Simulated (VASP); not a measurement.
Write the native input for VASP 6.6.1 that does the following.

| Item | Value |
| --- | --- |
| Task | single point |
| Functional | PBEsol |
| Potentials or basis | VASP PAW PBE potentials, release 64 (Mo_sv, H) |
| Cutoff | 520 eV |
| k mesh | 8 × 8 × 8 |
| Occupations | gaussian, width 0.1 eV |
| Spin | no spin polarisation |
| Dipole correction | no |
| Further INCAR settings | ALGO = Normal; EDIFF = 1e-06; NBANDS = 15 |

The structure of MoH2 lies in POSCAR:

```
MoH2
1.0
    0.0000000000      2.1841833161      2.1841833161
    2.1841833161      0.0000000000      2.1841833161
    2.1841833161      2.1841833161      0.0000000000
Mo H
1 2
Direct
    0.0000000000      0.0000000000      0.0000000000
    0.2500000000      0.2500000000      0.2500000000
    0.7500000000      0.7500000000      0.7500000000
```

These files were run (other wordings do the same):

INCAR

```
SYSTEM = MoH2
ALGO = Normal ; EDIFF = 1E-6
ENCUT = 520 ; GGA = PS
ISIF = 2 ; ISMEAR = 0
LASPH = .TRUE. ; LCHARG = .TRUE.
LELF = .TRUE. ; LREAL = .FALSE.
LVHAR = .TRUE. ; LWAVE = .FALSE.
NBANDS = 15 ; NELM = 100
PREC = Accurate ; SIGMA = 0.1
```

KPOINTS

```
k-points
0
G
  8 8 8
  0 0 0
```

Potentials or basis: VASP PAW PBE potentials, release 64 (Mo_sv, H).

The run is started by

```console
$ cat potpaw_PBE.64/Mo_sv/POTCAR potpaw_PBE.64/H/POTCAR > POTCAR
$ mpirun -np 1 vasp_std > vasp.out
```

Results of the run:

```
Pressure               : -0.1 GPa
Band gap on the k mesh : zero (band 8 reaches 12.37 eV, above the bottom of band 9 at 9.64 eV)
```

Caveat: the PAW data sets were made with another functional, which shifts forces and pressure a little.

Run time: 15 s on 1 thread of AMD EPYC 7R13, with other jobs on the host, peak memory 0.11 GiB.
